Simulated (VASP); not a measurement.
# NaH (CsCl type) (Pm-3m) in VASP: a series of runs, part 2 of 2

VASP 6.6.1. Earlier steps stand in the parts before.

### Step 3. Single point, PBE (volume scaled by 0.76)

Input file INCAR:

```
PREC     = Accurate       # precision mode
ENCUT    = 520            # plane-wave cutoff, eV
EDIFF    = 1E-7           # SCF threshold, eV
ISMEAR   = -1             # smearing method
SIGMA    = 0.08           # smearing width, eV
LREAL    = F              # projectors in reciprocal space
LASPH    = T              # aspherical terms in the spheres
NELM     = 100            # most SCF steps
ALGO     = Normal         # electronic algorithm
ISIF     = 2              # what is computed and relaxed
LWAVE    = F              # write WAVECAR
LCHARG   = T              # write CHGCAR
GGA      = PE             # functional
LELF     = T              # ELF
LVHAR    = T            
NBANDS   = 11             # bands
```

Input file KPOINTS:

```
regular mesh
0
Gamma
  12 12 12
```

Input file POSCAR:

```
NaH
1.0
    2.7050345683      0.0000000000      0.0000000000
    0.0000000000      2.7050345683      0.0000000000
    0.0000000000      0.0000000000      2.7050345683
Na H
1 1
Direct
    0.0000000000      0.0000000000      0.0000000000
    0.5000000000      0.5000000000      0.5000000000
```

Potentials or basis: VASP PAW PBE potentials, release 64 (Na_pv, H).

The run is started by

```sh
$ cat potpaw_PBE.64/Na_pv/POTCAR potpaw_PBE.64/H/POTCAR > POTCAR
$ mpirun -np 1 vasp_std > vasp.out
```

OUTCAR:

```text
PREC = Accurate
   ENCUT = 520
   EDIFF = 1E-7
   ISMEAR = -1
   LREAL = F
   LASPH = T
   NELM = 100
   ISIF = 2
   GGA = PE

 ion  position               nearest neighbor table
   1  0.000  0.000  0.000-
   2  0.500  0.500  0.500-

  LATTYP: Found a simple cubic cell.
 ALAT       =     2.7050345683

  Lattice vectors:

 A1 = (   2.7050345683,   0.0000000000,   0.0000000000)
 A2 = (   0.0000000000,   2.7050345683,   0.0000000000)
 A3 = (   0.0000000000,   0.0000000000,   2.7050345683)

Analysis of symmetry for initial positions (statically):
=====================================================================
 Subroutine PRICEL returns:
 Original cell was already a primitive cell.

 Routine SETGRP: Setting up the symmetry group for a
 simple cubic supercell.

 Subroutine GETGRP returns: Found 48 space group operations
[... 9 lines left out ...]

 Routine SETGRP: Setting up the symmetry group for a
 simple cubic supercell.

 Subroutine GETGRP returns: Found 48 space group operations
[... 11 lines left out ...]
                                     Primitive cell

  volume of cell :      19.7933

  direct lattice vectors                    reciprocal lattice vectors
     2.705034568  0.000000000  0.000000000     0.369681043  0.000000000  0.000000000
     0.000000000  2.705034568  0.000000000     0.000000000  0.369681043  0.000000000
     0.000000000  0.000000000  2.705034568     0.000000000  0.000000000  0.369681043

  length of vectors
     2.705034568  2.705034568  2.705034568     0.369681043  0.369681043  0.369681043

  position of ions in fractional coordinates (direct lattice)
     0.000000000  0.000000000  0.000000000
     0.500000000  0.500000000  0.500000000

  ion indices of the primitive-cell ions
   primitive index   ion index
                 1           1
                 2           2

----------------------------------------------------------------------------------------

 KPOINTS: regular mesh

Automatic generation of k-mesh.
 Grid dimensions read from file:
 generate k-points for:   12   12   12

 Generating k-lattice:

  Cartesian coordinates                     Fractional coordinates (reciprocal lattice)
     0.030806754  0.000000000  0.000000000     0.083333333  0.000000000  0.000000000
     0.000000000  0.030806754  0.000000000     0.000000000  0.083333333  0.000000000
     0.000000000  0.000000000  0.030806754     0.000000000  0.000000000  0.083333333

  Length of vectors
     0.030806754  0.030806754  0.030806754

  Shift w.r.t. Gamma in fractional coordinates (k-lattice)
     0.000000000  0.000000000  0.000000000

 Subroutine IBZKPT returns following result:
 ===========================================

 Found     84 irreducible k-points:

 Following reciprocal coordinates:
            Coordinates               Weight
  0.000000  0.000000  0.000000      1.000000
  0.083333  0.000000  0.000000      6.000000
  0.166667  0.000000  0.000000      6.000000
  0.250000  0.000000  0.000000      6.000000
  0.333333  0.000000  0.000000      6.000000
  0.416667  0.000000  0.000000      6.000000
[... 16 lines left out ...]
  0.333333  0.333333  0.000000     12.000000
  0.416667  0.333333  0.000000     24.000000
 [... further k-points ...]
   k-points           NKPTS =     84   k-points in BZ     NKDIM =     84   number of bands    NBANDS=     11
   number of dos      NEDOS =    301   number of ions     NIONS =      2
   total plane-waves  NPLWV =   8000
   dimension x,y,z NGX =    20 NGY =   20 NGZ =   20
   dimension x,y,z NGXF=    40 NGYF=   40 NGZF=   40
   ions per type =               1   1
   NGX,Y,Z   is equivalent  to a cutoff of  12.29, 12.29, 12.29 a.u.
   NGXF,Y,Z  is equivalent  to a cutoff of  24.58, 24.58, 24.58 a.u.
 SYSTEM =  unknown system
   PREC   = accura    normal or accurate (medium, high low for compatibility)
   ISTART =      0    job   : 0-new  1-cont  2-samecut
   ICHARG =      2    charge: 1-file 2-atom 10-const
   ISPIN  =      1    spin polarized calculation?
   LNONCOLLINEAR =      F non collinear calculations
   LSORBIT =      F    spin-orbit coupling
   LASPH  =      T    aspherical Exc in radial PAW
   ENCUT  =  520.0 eV  38.22 Ry    6.18 a.u.   5.03  5.03  5.03*2*pi/ulx,y,z
   NELM   =    100;   NELMIN=  2; NELMDL= -5     # of ELM steps
   EDIFF  = 0.1E-06   stopping-criterion for ELM
   LREAL  =      F    real-space projection
   EDIFFG = 0.1E-05   stopping-criterion for IOM
   NSW    =      0    number of steps for IOM
   IBRION =     -1    ionic relax: 0-MD 1-quasi-New 2-CG
   NFREE  =      0    steps in history (QN), initial steepest desc. (CG)
   ISIF   =      2    stress and relaxation
   ISYM   =      2    0-nonsym 1-usesym 2-fastsym
   POTIM  = 0.5000    time-step for ionic-motion
   TEBEG  =    0.0;   TEEND  =   0.0 temperature during run
   PSTRESS=    0.0 pullay stress
   NELECT =       8.0000    total number of electrons
   NUPDOWN=      -1.0000    fix difference up-down
   EMIN   =  10.00;   EMAX   =-10.00  energy-range for DOS
   EFERMI =   0.00;   METHOD = LEGACY
   ISMEAR =    -1;   SIGMA  =   0.08  broadening in eV -4-tet -1-fermi 0-gaus
   EFERMI_NEDOS =   21; number of points for ismear=-14 and -15
   IALGO  =     38    algorithm
   IMIX   =      4    mixing-type and parameters
     AMIX     =   0.40;   BMIX     =  1.00
     AMIX_MAG =   1.60;   BMIX_MAG =  1.00
  volume/ion in A,a.u.               =       9.90        66.79
  Fermi-wavevector in a.u.,A,eV,Ry     =   1.210409  2.287341 19.933746  1.465089
  Thomas-Fermi vector in A             =   2.345956
   LORBIT       =      0    0 simple, 1 ext, 2 COOP (PROOUT), +10 PAW based schemes
   GGA     = PE    functional components
   LHFCALC =     F    Hartree Fock is set to
   AEXX    =    0.0000 exact exchange contribution
   IVDW    =     0    specifies the selected vdW correction
   LEPSILON=     F    determine dielectric tensor
   LRPA    =     F    only Hartree local field effects (RPA)
 non-spin polarized calculation
  energy-cutoff  :      520.00
  volume of cell :       19.79
 maximum number of plane-waves:       554
   NGX = 11   NGY = 11   NGZ = 11

 number of electron       7.9999982 magnetization

 Free energy of the ion-electron system (eV)
  ---------------------------------------------------
  ext. energy  EPLUGINS =         0.00000000
  ---------------------------------------------------
  free energy    TOTEN  =        -4.59995883 eV

  energy without entropy =       -4.59995304  energy(sigma->0) =       -4.59995593

 E-fermi :   3.3664     XC(G=0):  -9.1402

 val. band max:        2.8961131422   @ k =   0.5000   0.5000   0.5000
 cond. band min:       3.9450123984   @ k =   0.5000   0.0000   0.0000
 fundamental gap:      1.0488992563
 Fermi energy:         3.3663973702

 k-point     1 :       0.0000    0.0000    0.0000
  band No.  band energies     occupation
      1     -21.8403      2.00000
      2     -21.8403      2.00000
      3     -21.8403      2.00000
      4      -4.3852      2.00000
      5      14.0113      0.00000
      6      14.9292      0.00000
      7      14.9292      0.00000
      8      17.4079      0.00000
      9      17.4079      0.00000
     10      17.4079      0.00000
     11      32.4913      0.00000

 k-point     2 :       0.0833    0.0000    0.0000
  band No.  band energies     occupation
      1     -21.8667      2.00000
      2     -21.8380      2.00000
      3     -21.8380      2.00000
      4      -4.2497      2.00000
      5      12.7417      0.00000
      6      14.5218      0.00000
      7      15.0663      0.00000
      8      17.4902      0.00000
      9      17.4902      0.00000
     10      19.4022      0.00000
     11      31.2313      0.00000

 k-point     3 :       0.1667    0.0000    0.0000
  band No.  band energies     occupation
      1     -21.9384      2.00000
      2     -21.8318      2.00000
      3     -21.8318      2.00000
      4      -3.8531      2.00000
      5      10.3205      0.00000
      6      14.7751      0.00000
      7      15.4755      0.00000
      8      17.7322      0.00000
      9      17.7322      0.00000
     10      22.4979      0.00000
     11      29.2016      0.00000
[... 267 lines left out ...]
 k-point    23 :       0.3333    0.3333    0.0000
  band No.  band energies     occupation
      1     -22.0895      2.00000
      2     -22.0702      2.00000
      3     -21.7914      2.00000
      4      -0.8877      2.00000
      5       7.5290      0.00000
      6       8.5473      0.00000
      7      15.1340      0.00000
      8      19.1067      0.00000
      9      20.3229      0.00000
     10      25.1556      0.00000
     11      26.4262      0.00000

 k-point    24 :       0.4167    0.3333    0.0000
  band No.  band energies     occupation
      1     -22.1434      2.00000
      2     -22.0672      2.00000
      3     -21.7856      2.00000
      4      -0.3128      2.00000
      5       6.6252      0.00000
      6       8.9431      0.00000
      7      13.9290      0.00000
      8      19.3464      0.00000
      9      21.0964      0.00000
     10      24.4915      0.00000
     11      26.1087      0.00000

 [... further k-points ...]
[... 5 lines left out ...]
  --------------------------------------------------------------------------------------
  -------------------------------------------------------------------------------------
  Total        1.3418534      1.3418534      1.3418534      0.0000000      0.0000000      0.0000000
  in kB      108.6168443    108.6168443    108.6168443      0.0000000      0.0000000      0.0000000
  external PRESSURE =     108.6168443 kB  Pullay stress =       0.0000000 kB

 VOLUME and BASIS-vectors are now :
 -----------------------------------------------------------------------------
  energy-cutoff  :      520.00
  volume of cell :       19.79
      direct lattice vectors                 reciprocal lattice vectors
     2.705034568  0.000000000  0.000000000     0.369681043  0.000000000  0.000000000
     0.000000000  2.705034568  0.000000000     0.000000000  0.369681043  0.000000000
     0.000000000  0.000000000  2.705034568     0.000000000  0.000000000  0.369681043

 POSITION                                       TOTAL-FORCE (eV/Angst)
 -----------------------------------------------------------------------------------
      0.00000      0.00000      0.00000         0.000000      0.000000      0.000000
      1.35252      1.35252      1.35252         0.000000      0.000000      0.000000
 -----------------------------------------------------------------------------------
    total drift:                                0.000000      0.000000      0.000000

  FREE ENERGIE OF THE ION-ELECTRON SYSTEM (eV)
  ---------------------------------------------------
  free  energy   TOTEN  =        -4.5999588257 eV

  energy  without entropy=       -4.5999530352  energy(sigma->0) =       -4.59995593
```

It took 9.5 s on 1 thread of Intel Xeon Platinum 8259CL at 2.50GHz (Skylake/Cascade Lake), shared host; peak memory 0.13 GiB.

Results:

* Free energy: -4.6000 eV
* Pressure: 10.9 GPa
* Band gap on the k mesh: 1.05 eV, indirect (least direct gap 5.24 eV)

Levels at points of the mesh, in eV from the valence-band top:
| k point | band 1 | band 2 | band 3 | band 4 | band 5 | band 6 | band 7 | band 8 | band 9 |
| --- | --- | --- | --- | --- | --- | --- | --- | --- | --- |
| (0.00, 0.00, 0.00) | -24.74 | -24.74 | -24.74 | -7.28 | 11.12 | 12.03 | 12.03 | 14.51 | 14.51 |
| (0.50, 0.00, 0.00) | -25.12 | -24.70 | -24.70 | -4.20 | 1.05 | 13.33 | 15.89 | 16.36 | 16.36 |
| (0.50, 0.50, 0.00) | -25.04 | -25.04 | -24.67 | -2.33 | 4.77 | 4.77 | 8.22 | 17.09 | 21.15 |
| (0.50, 0.50, 0.50) | -24.98 | -24.98 | -24.98 | 0.00 | 7.23 | 7.23 | 7.23 | 10.87 | 10.87 |

### Step 4. Single point, PBE (volume scaled by 0.84)

Input file INCAR:

```
PREC = Accurate ; ENCUT = 520
EDIFF = 1E-6 ; ISMEAR = -1
SIGMA = 0.08 ; LREAL = False
LASPH = True ; NELM = 80
ALGO = Normal ; ISIF = 2
LWAVE = False ; LCHARG = True
GGA = PE ; LELF = True
LVHAR = True ; NBANDS = 11
```

KPOINTS is that of step 3.

Input file POSCAR:

```
NaH
1.0
    2.7967998266      0.0000000000      0.0000000000
    0.0000000000      2.7967998266      0.0000000000
    0.0000000000      0.0000000000      2.7967998266
Na H
1 1
Direct
    0.0000000000      0.0000000000      0.0000000000
    0.5000000000      0.5000000000      0.5000000000
```

Potentials or basis: VASP PAW PBE potentials, release 64 (Na_pv, H).

The run is started by

```sh
$ cat potpaw_PBE.64/Na_pv/POTCAR potpaw_PBE.64/H/POTCAR > POTCAR
$ mpirun -np 1 vasp_std > vasp.out
```

OUTCAR:

```text
PREC = Accurate
   ENCUT = 520
   EDIFF = 1E-6
   ISMEAR = -1
   LREAL = False
   LASPH = True
   NELM = 80
   ISIF = 2
   GGA = PE

 ion  position               nearest neighbor table
   1  0.000  0.000  0.000-
   2  0.500  0.500  0.500-

  LATTYP: Found a simple cubic cell.
 ALAT       =     2.7967998266

  Lattice vectors:

 A1 = (   2.7967998266,   0.0000000000,   0.0000000000)
[... 510 lines left out ...]
      3     -22.3550      2.00000
      4      -0.6876      2.00000
      5       5.7934      0.00000
      6       8.0105      0.00000
      7      12.6316      0.00000
      8      17.7843      0.00000
      9      19.5797      0.00000
     10      22.7684      0.00000
     11      24.1349      0.00000

 [... further k-points ...]
[... 5 lines left out ...]
  --------------------------------------------------------------------------------------
  -------------------------------------------------------------------------------------
  Total        0.7746025      0.7746025      0.7746025     -0.0000000      0.0000000     -0.0000000
  in kB       56.7290227     56.7290227     56.7290227     -0.0000000      0.0000000     -0.0000000
  external PRESSURE =      56.7290227 kB  Pullay stress =       0.0000000 kB

 VOLUME and BASIS-vectors are now :
 -----------------------------------------------------------------------------
  energy-cutoff  :      520.00
  volume of cell :       21.88
      direct lattice vectors                 reciprocal lattice vectors
     2.796799827  0.000000000  0.000000000     0.357551510  0.000000000  0.000000000
     0.000000000  2.796799827  0.000000000     0.000000000  0.357551510  0.000000000
     0.000000000  0.000000000  2.796799827     0.000000000  0.000000000  0.357551510

 POSITION                                       TOTAL-FORCE (eV/Angst)
 -----------------------------------------------------------------------------------
      0.00000      0.00000      0.00000         0.000000      0.000000      0.000000
      1.39840      1.39840      1.39840         0.000000      0.000000      0.000000
 -----------------------------------------------------------------------------------
    total drift:                                0.000000      0.000000      0.000000

  FREE ENERGIE OF THE ION-ELECTRON SYSTEM (eV)
  ---------------------------------------------------
  free  energy   TOTEN  =        -4.7065255324 eV

  energy  without entropy=       -4.7065186642  energy(sigma->0) =       -4.70652210
```

Run time: 9.5 s. Hardware: 1 thread of Intel Xeon Platinum 8259CL at 2.50GHz (Skylake/Cascade Lake), shared host; peak memory 0.14 GiB.

What came out:

```yaml
Free_energy: -4.7065 eV
Pressure: 5.7 GPa
Band_gap_on_the_k_mesh: 1.04 eV, indirect (least direct gap 4.93 eV)
```

Levels at points of the mesh, in eV from the valence-band top:
```csv
k point,band 1,band 2,band 3,band 4,band 5,band 6,band 7,band 8
"(0.00, 0.00, 0.00)",-24.64,-24.64,-24.64,-6.75,10.12,11.63,11.63,13.71
"(0.50, 0.00, 0.00)",-24.93,-24.62,-24.62,-3.89,1.04,12.35,15.24,15.65
"(0.50, 0.50, 0.00)",-24.87,-24.87,-24.59,-2.08,4.57,4.57,7.66,16.15
"(0.50, 0.50, 0.50)",-24.83,-24.83,-24.83,0.00,7.11,7.11,7.11,10.17
```

 A k mesh can miss the band edges.

### Step 5. Single point, PBE (volume scaled by 0.92)

Input file INCAR:

```
ALGO = Normal
EDIFF = 1E-6
ENCUT = 520
GGA = PE
ISIF = 2
ISMEAR = -1
LASPH = True
LCHARG = False
LREAL = False
LWAVE = False
NBANDS = 11
NELM = 100
PREC = Accurate
SIGMA = 0.08
```

Input file KPOINTS:

```
k-points
0
Gamma
  12 12 12
```

Input file POSCAR:

```
NaH
1.0
    2.8829087599      0.0000000000      0.0000000000
    0.0000000000      2.8829087599      0.0000000000
    0.0000000000      0.0000000000      2.8829087599
Na H
1 1
Direct
    0.0000000000      0.0000000000      0.0000000000
    0.5000000000      0.5000000000      0.5000000000
```

The run is started by

```sh
$ cat potpaw_PBE.64/Na_pv/POTCAR potpaw_PBE.64/H/POTCAR > POTCAR
$ mpirun -np 1 vasp_std > vasp.out
```

Wall time 9.5 s (1 thread of Intel Xeon Platinum 8259CL at 2.50GHz (Skylake/Cascade Lake), shared host); peak memory 0.14 GiB.

Results (log left out):

| Property | Result |
| --- | --- |
| Free energy | -4.7581 eV |
| Pressure | 2.3 GPa |
| Band gap on the k mesh | 1.03 eV, indirect (least direct gap 4.65 eV) |

Levels at points of the mesh, in eV from the valence-band top:
| k point | band 1 | band 2 | band 3 | band 4 | band 5 | band 6 | band 7 | band 8 |
| --- | --- | --- | --- | --- | --- | --- | --- | --- |
| (0.00, 0.00, 0.00) | -24.58 | -24.58 | -24.58 | -6.28 | 9.28 | 11.26 | 11.26 | 13.03 |
| (0.50, 0.00, 0.00) | -24.80 | -24.56 | -24.56 | -3.62 | 1.03 | 11.52 | 14.66 | 15.02 |
| (0.50, 0.50, 0.00) | -24.76 | -24.76 | -24.55 | -1.88 | 4.40 | 4.40 | 7.18 | 15.33 |
| (0.50, 0.50, 0.50) | -24.73 | -24.73 | -24.73 | 0.00 | 7.00 | 7.00 | 7.00 | 9.58 |

### Step 6. Single point, PBE (volume scaled by 0.92)

Input file INCAR:

```
SYSTEM = NaH
ALGO = Normal
EDIFF = 1E-7
ENCUT = 520
GGA = PE
ISIF = 2
ISMEAR = -1
LASPH = .True.
LCHARG = .True.
LELF = .True.
LREAL = .False.
LVHAR = .True.
LWAVE = .False.
NBANDS = 11
NELM = 100
PREC = Accurate
SIGMA = 0.08
```

Input file KPOINTS:

```
k-points
0
Gamma
  12 12 12
  0 0 0
```

POSCAR is that of step 5.

Potentials or basis: VASP PAW PBE potentials, release 64 (Na_pv, H).

The run is started by

```sh
$ cat potpaw_PBE.64/Na_pv/POTCAR potpaw_PBE.64/H/POTCAR > POTCAR
$ mpirun -np 1 vasp_std > vasp.out
```

Run time: 11 s. Hardware: 1 thread of Intel Xeon Platinum 8259CL at 2.50GHz (Skylake/Cascade Lake), shared host; peak memory 0.14 GiB.

It converged, with:

| Property | Result |
| --- | --- |
| Free energy | -4.7581 eV |
| Pressure | 2.3 GPa |
| Band gap on the k mesh | 1.03 eV, indirect (least direct gap 4.65 eV) |

Levels at points of the mesh, in eV from the valence-band top:
```tsv
k point	band 2	band 3	band 4	band 5	band 6	band 7
(0.00, 0.00, 0.00)	-24.58	-24.58	-6.28	9.28	11.26	11.26
(0.50, 0.00, 0.00)	-24.56	-24.56	-3.62	1.03	11.52	14.66
(0.50, 0.50, 0.00)	-24.76	-24.55	-1.88	4.40	4.40	7.18
(0.50, 0.50, 0.50)	-24.73	-24.73	0.00	7.00	7.00	7.00
```

 A k mesh can miss the band edges.

### Step 7. Overview

| cell | gap on the mesh (eV) | pressure (GPa) |
| --- | --- | --- |
| a = 2.705 Å, 2 atoms | 1.05 | 10.9 |
| a = 2.797 Å, 2 atoms | 1.04 | 5.7 |
| a = 2.883 Å, 2 atoms | 1.03 | 2.3 |

Alike in all rows: task single point; level PBE; potentials or basis VASP PAW PBE potentials, release 64 (Na_pv, H); no spin polarisation; k mesh 12 × 12 × 12; cutoff (eV) 520; smearing fermi-dirac 0.08 eV.

Total energies depend on the potentials used, so only differences within one code and one set of settings carry meaning.
